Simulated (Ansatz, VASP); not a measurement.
TiB2: VASP beside Ansatz

```
CELL_PARAMETERS angstrom
3.00460 0.00000 0.00000
-1.50230 2.60206 0.00000
0.00000 0.00000 3.20270
ATOMIC_POSITIONS crystal
Ti 0.00000 0.00000 0.00000
B 0.33333 0.66667 0.50000
B 0.66667 0.33333 0.50000
```

Alike in both runs: functional r2SCAN; k mesh 13 × 13 × 10; occupations fermi-dirac, width 0.1 eV; no spin polarisation.

Ansatz relaxed the structure, and its values are those at the end. VASP's run is a single point on that final structure, the one shown.

```csv
,VASP,Ansatz
version,VASP 6.6.1,Ansatz 0.2.0
potentials or method,"VASP PAW PBE potentials, release 64 (Ti_sv, B), cutoff 550 eV",PAW plane waves
valence electrons in the cell,18,18
```

```tsv
	VASP	Ansatz	Ansatz less VASP
pressure (GPa)	6.3	5.5	-0.76
```

VASP's potentials were made for PBE, not for r2SCAN. The functional is the same, so the differences come from potentials, cutoffs and numerics. Ansatz's warnings: stress scf threshold loose.
